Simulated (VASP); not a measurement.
A run of VASP 6.6.1:

File INCAR:

```
ALGO = Normal ; EDIFF = 1E-7
ENCUT = 520 ; GGA = PE
ISIF = 2 ; ISMEAR = 0
ISPIN = 2 ; LASPH = T
LCHARG = T ; LELF = T
LORBIT = 11 ; LREAL = F
LVHAR = T ; LWAVE = F
MAGMOM = 0 1 1 1 1 ; NBANDS = 22
NELM = 150 ; PREC = Accurate
SIGMA = 0.1
```

KPOINTS

```
k-points
0
Gamma
  6 6 6
```

File POSCAR:

```
SiC4
1.0
   -1.9229846300      1.9229846300      3.6742441200
    1.9229846300     -1.9229846300      3.6742441200
    1.9229846300      1.9229846300     -3.6742441200
Si C
1 4
Direct
    0.0899862500      0.0899862500      0.0000000000
    0.0701730100      0.0701730100      0.6184052900
    0.4517677200      0.4517677200      0.3815947100
    0.0701730100      0.4517677200      0.0000000000
    0.4517677200      0.0701730100      0.0000000000
```

Potentials or basis: VASP PAW PBE potentials, release 64 (Si, C).

Run with:

```bash
$ cat potpaw_PBE.64/Si/POTCAR potpaw_PBE.64/C/POTCAR > POTCAR
$ mpirun -np 1 vasp_std > vasp.out
```

Hardware: 1 thread of Intel(R) Xeon(R) Platinum 8488C (Sapphire Rapids) (shared host).

Task: Estimate the wall time of this run.

Result: Wall time 100 s on 1 thread of Intel(R) Xeon(R) Platinum 8488C (Sapphire Rapids), with other jobs on the host, peak memory 0.25 GiB. Counts: scf iterations 18, k points 30.
